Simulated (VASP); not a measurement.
# Te4Mo5 (I4/m) in VASP: single point with LDA+U

Aim: the single point of Te4Mo5 with LDA+U.

Program: VASP 6.6.1. These are calculated values, not measurements. Logs are shortened: lines on timing, memory, paths and dates and some standing lists are left out, and cuts for length are marked.

### 1 The cell of the first run

Symmetry: I4/m, No. 87, tetragonal system. Conventional cell: a = 10.277 Å, b = 10.277 Å, c = 3.814 Å, α = 90.00°, β = 90.00°, γ = 90.00°. Within 3.9 Å of Te (site symmetry m) lie 6 Mo at 2.80 to 2.94 Å and 6 Te at 3.81 to 3.82 Å. Within 3.9 Å of Mo (site symmetry 4/m) lie 4 Te at 2.94 Å and 10 Mo at 2.99 to 3.81 Å. Within 3.9 Å of Mo (site symmetry m) lie 5 Te at 2.80 to 2.85 Å and 8 Mo at 2.99 to 3.81 Å.

### 2 Single point, LDA+U

The input, INCAR:

```
SYSTEM = Te4Mo5
PREC = Accurate
ENCUT = 520
EDIFF = 1E-6
ISMEAR = 1
SIGMA = 0.025
LREAL = .FALSE.
LASPH = .TRUE.
NELM = 150
ALGO = Normal
ISIF = 2
LWAVE = .FALSE.
LCHARG = .FALSE.
LMAXMIX = 4
LDAU = .TRUE.
LDAUTYPE = 2
LDAUL = -1 2
LDAUU = 0 1.28
LDAUJ = 0 0
LDAUPRINT = 1
GGA = CA
NBANDS = 57
```

The input, KPOINTS:

```
Automatic mesh
0
G
  6 6 6
  0 0 0
```

The input, POSCAR:

```
Te4Mo5
1.0
    0.0000000000      0.0000000000      3.8138360000
    5.1383660000     -5.1383660000      1.9069180000
    5.1383660000      5.1383660000     -1.9069180000
Te Mo
4 5
Direct
    0.2797000000      0.7792000000      0.3386000000
    0.0589000000      0.6614000000      0.7792000000
    0.7203000000      0.2208000000      0.6614000000
    0.9411000000      0.3386000000      0.2208000000
    0.0000000000      0.0000000000      0.0000000000
    0.3752000000      0.9392000000      0.6896000000
    0.3144000000      0.3104000000      0.9392000000
    0.6248000000      0.0608000000      0.3104000000
    0.6856000000      0.6896000000      0.0608000000
```

Potentials or basis: VASP PAW LDA potentials, release 64 (Te, Mo_sv).

Launch:

```bash
$ cat potpaw_LDA.64/Te/POTCAR potpaw_LDA.64/Mo_sv/POTCAR > POTCAR
$ mpirun -np 1 vasp_std > vasp.out
```

OUTCAR:

```text
SYSTEM = Te4Mo5
   PREC = Accurate
   ENCUT = 520
   EDIFF = 1E-6
   ISMEAR = 1
   LREAL = .FALSE.
   LASPH = .TRUE.
   NELM = 150
   ISIF = 2
   GGA = CA

 ion  position               nearest neighbor table
   1  0.280  0.779  0.339-   6 2.80   8 2.80   8 2.80   9 2.85   9 2.85   5 2.94
   2  0.059  0.661  0.779-   7 2.80   9 2.80   9 2.80   6 2.85   6 2.85   5 2.94
   3  0.720  0.221  0.661-   8 2.80   6 2.80   6 2.80   7 2.85   7 2.85   5 2.94
   4  0.941  0.339  0.221-   9 2.80   7 2.80   7 2.80   8 2.85   8 2.85   5 2.94
   5  0.000  0.000  0.000-   1 2.94   2 2.94   3 2.94   4 2.94   8 2.99   9 2.99   6 2.99   7 2.99
                             8 2.99   9 2.99   6 2.99   7 2.99
   6  0.375  0.939  0.690-   1 2.80   3 2.80   3 2.80   2 2.85   2 2.85   5 2.99   5 2.99   9 3.25
                             7 3.25   8 3.47   8 3.47
   7  0.314  0.310  0.939-   2 2.80   4 2.80   4 2.80   3 2.85   3 2.85   5 2.99   5 2.99   8 3.25
                             6 3.25   9 3.47   9 3.47
   8  0.625  0.061  0.310-   3 2.80   1 2.80   1 2.80   4 2.85   4 2.85   5 2.99   5 2.99   7 3.25
                             9 3.25   6 3.47   6 3.47
   9  0.686  0.690  0.061-   4 2.80   2 2.80   2 2.80   1 2.85   1 2.85   5 2.99   5 2.99   6 3.25
                             8 3.25   7 3.47   7 3.47

  LATTYP: Found a body centered tetragonal cell.
 ALAT       =    10.2767320000
 C/A-ratio  =     0.3711136965

  Lattice vectors:

 A1 = (   5.1383660000,  -5.1383660000,  -1.9069180000)
 A2 = (  -5.1383660000,   5.1383660000,  -1.9069180000)
 A3 = (   5.1383660000,   5.1383660000,   1.9069180000)

Analysis of symmetry for initial positions (statically):
=====================================================================
 Subroutine PRICEL returns:
 Original cell was already a primitive cell.

 Routine SETGRP: Setting up the symmetry group for a
 body centered tetragonal supercell.

 Subroutine GETGRP returns: Found  8 space group operations
 (whereof  8 operations were pure point group operations)
 out of a pool of 16 trial point group operations.

[... 174 lines left out ...]
spin component  1
[... 149 lines left out ...]
  o =  0.3312  v =  0.4432 -0.0000  0.8960 -0.0000 -0.0283  0.0000  0.0000  0.0000  0.0000  0.0000      0.0000  0.0000  0.0000  0.0000  0.0000  0.0000  0.0000  0.0000  0.0000  0.0000
  o =  0.3312  v =  0.0000  0.0000  0.0000  0.0000  0.0000  0.4432 -0.0000  0.8960 -0.0000 -0.0283      0.0000  0.0000  0.0000  0.0000  0.0000  0.0000  0.0000  0.0000  0.0000  0.0000
  o =  0.3663  v =  0.0000  0.4570  0.0000  0.8894  0.0000  0.0000  0.0000  0.0000  0.0000  0.0000      0.0000  0.0000  0.0000  0.0000  0.0000  0.0000  0.0000  0.0000  0.0000  0.0000
  o =  0.3663  v =  0.0000  0.0000  0.0000  0.0000  0.0000  0.0000  0.4570  0.0000  0.8894  0.0000      0.0000  0.0000  0.0000  0.0000  0.0000  0.0000  0.0000  0.0000  0.0000  0.0000
  o =  0.3858  v =  0.3816  0.0000 -0.2172  0.0000 -0.8984  0.0000  0.0000  0.0000  0.0000  0.0000      0.0000  0.0000  0.0000  0.0000  0.0000  0.0000  0.0000  0.0000  0.0000  0.0000
  o =  0.3858  v =  0.0000  0.0000  0.0000  0.0000  0.0000  0.3816  0.0000 -0.2172  0.0000 -0.8984      0.0000  0.0000  0.0000  0.0000  0.0000  0.0000  0.0000  0.0000  0.0000  0.0000
  o =  0.4507  v =  0.0000  0.0000  0.0000  0.0000  0.0000  0.0000  0.8894 -0.0000 -0.4570  0.0000      0.0000  0.0000  0.0000  0.0000  0.0000  0.0000  0.0000  0.0000  0.0000  0.0000
  o =  0.4507  v =  0.0000  0.8894 -0.0000 -0.4570  0.0000  0.0000  0.0000  0.0000  0.0000  0.0000      0.0000  0.0000  0.0000  0.0000  0.0000  0.0000  0.0000  0.0000  0.0000  0.0000
  o =  0.4655  v = -0.8111  0.0000  0.3874 -0.0000 -0.4382  0.0000  0.0000  0.0000  0.0000  0.0000      0.0000  0.0000  0.0000  0.0000  0.0000  0.0000  0.0000  0.0000  0.0000  0.0000
  o =  0.4655  v =  0.0000  0.0000  0.0000  0.0000  0.0000 -0.8111  0.0000  0.3874 -0.0000 -0.4382      0.0000  0.0000  0.0000  0.0000  0.0000  0.0000  0.0000  0.0000  0.0000  0.0000

 number of electron      93.9999990 magnetization

 Free energy of the ion-electron system (eV)
  ---------------------------------------------------
  ext. energy  EPLUGINS =         0.00000000
  ---------------------------------------------------
  free energy    TOTEN  =       -65.92194987 eV

  energy without entropy =      -65.92148877  energy(sigma->0) =      -65.92179617

 E-fermi :   9.5580     XC(G=0): -11.3007

 val. band max:        9.5556597554   @ k =   0.1667   0.5000   0.3333
 cond. band min:       9.5603033494   @ k =   0.5000  -0.3333   0.1667
 fundamental gap:      0.0046435940
 Fermi energy:         9.5580126883

 k-point     1 :       0.0000    0.0000    0.0000
  band No.  band energies     occupation
      1     -51.7158      2.00000
      2     -51.3859      2.00000
      3     -51.3779      2.00000
      4     -51.3779      2.00000
      5     -51.3771      2.00000
      6     -26.0603      2.00000
[... 1429 lines left out ...]
     56      11.1276      0.00000
     57      11.2998      0.00000

 [... further k-points ...]

------------------------ aborting loop because EDIFF is reached ----------------------------------------

  FORCE on cell =-STRESS in cart. coord.  units (eV):
  Direction    XX          YY          ZZ          XY          YZ          ZX
  --------------------------------------------------------------------------------------
  -------------------------------------------------------------------------------------
  Total      -18.8406493    -18.8406493    -18.5658255     -0.0000001      0.0000000     -0.0000000
  in kB     -149.8871384   -149.8871384   -147.7007721     -0.0000009      0.0000000     -0.0000000
  external PRESSURE =    -149.1583497 kB  Pullay stress =       0.0000000 kB

 VOLUME and BASIS-vectors are now :
 -----------------------------------------------------------------------------
  energy-cutoff  :      520.00
  volume of cell :      201.39
      direct lattice vectors                 reciprocal lattice vectors
     0.000000000  0.000000000  3.813836000     0.000000000  0.097307198  0.262203199
     5.138366000 -5.138366000  1.906918000     0.097307198 -0.097307198  0.000000000
     5.138366000  5.138366000 -1.906918000     0.097307198  0.097307198  0.000000000

 POSITION                                       TOTAL-FORCE (eV/Angst)
 -----------------------------------------------------------------------------------
      5.74367     -2.26396      1.90692         0.049705     -0.478188     -0.000000
      7.40233      0.60530      0.00000         0.478188      0.049705      0.000000
      4.53307      2.26396      1.90692        -0.049705      0.478188      0.000000
      2.87440     -0.60530      3.81384        -0.478188     -0.049705     -0.000000
      0.00000      0.00000      0.00000         0.000000     -0.000000     -0.000000
      8.36937     -1.28254      1.90692         0.746971      0.939848      0.000000
      6.42090      3.23100      0.00000        -0.939848      0.746971      0.000000
      1.90736      1.28254      1.90692        -0.746971     -0.939848     -0.000000
      3.85583     -3.23100      3.81384         0.939848     -0.746971      0.000000
 -----------------------------------------------------------------------------------
    total drift:                               -0.000000     -0.000000      0.000000

  FREE ENERGIE OF THE ION-ELECTRON SYSTEM (eV)
  ---------------------------------------------------
  free  energy   TOTEN  =       -65.9219498696 eV

  energy  without entropy=      -65.9214887733  energy(sigma->0) =      -65.92179617
```

Run time: 4.2 min. Hardware: 1 thread of Intel Xeon Platinum 8488C (Sapphire Rapids), shared host; peak memory 0.43 GiB.

What came out:

```yaml
Free_energy: -65.9219 eV
Pressure: -14.9 GPa
Largest_force: 1.201 eV/Å
Band_gap_on_the_k_mesh: zero (bands 47 and 48 overlap by 0.82 eV)
```

Forces in eV/Å, atoms in the order of the input:
```
Te   0.050 -0.478  0.000
Te   0.478  0.050  0.000
Te  -0.050  0.478  0.000
Te  -0.478 -0.050  0.000
Mo   0.000  0.000  0.000
Mo   0.747  0.940  0.000
Mo  -0.940  0.747  0.000
Mo  -0.747 -0.940  0.000
Mo   0.940 -0.747  0.000
```

Stress tensor (GPa, compression positive):
```
-14.99   0.00   0.00
  0.00 -14.99   0.00
  0.00   0.00 -14.77
```

Levels at points of the mesh, in eV from the Fermi level:
```
           k point  band 43  band 44  band 45  band 46  band 47  band 48  band 49  band 50  band 51  band 52
(0.00, 0.00, 0.00)    -1.84    -1.10    -0.51     0.06     0.24     0.44     0.57     0.61     0.61     0.67
(0.50, 0.00, 0.00)    -1.51    -0.54    -0.09    -0.01     0.05     0.14     0.14     0.40     0.47     0.48
(0.00, 0.50, 0.00)    -1.35    -1.34    -0.61    -0.53    -0.51    -0.37     0.37     0.58     0.59     0.67
(0.00, 0.50, 0.50)    -1.53    -1.53    -0.66    -0.61    -0.58    -0.58    -0.20     0.31     0.34     0.78
```

Eigenvalues of the final occupation matrices:
| site | spin | trace | eigenvalues |
| --- | --- | --- | --- |
| site 5 d | 1 | 1.92 | 0.25 0.29 0.45 0.46 0.46 |
| site 5 d | 2 | 1.92 | 0.25 0.29 0.45 0.46 0.46 |
| site 6 d | 1 | 2.00 | 0.33 0.37 0.39 0.45 0.47 |
| site 6 d | 2 | 2.00 | 0.33 0.37 0.39 0.45 0.47 |
| site 7 d | 1 | 2.00 | 0.33 0.37 0.39 0.45 0.47 |
| site 7 d | 2 | 2.00 | 0.33 0.37 0.39 0.45 0.47 |
| site 8 d | 1 | 2.00 | 0.33 0.37 0.39 0.45 0.47 |
| site 8 d | 2 | 2.00 | 0.33 0.37 0.39 0.45 0.47 |
| site 9 d | 1 | 2.00 | 0.33 0.37 0.39 0.45 0.47 |
| site 9 d | 2 | 2.00 | 0.33 0.37 0.39 0.45 0.47 |

Caveat: the cell stands under tension; spin-orbit coupling is left out, which moves the levels of the heavy elements; U without spin polarisation on a metal has little footing; the U is typed as a test and isn't derived for this compound; forces of over 1 eV/Å act on the atoms, so gaps and moduli don't describe the material at rest.
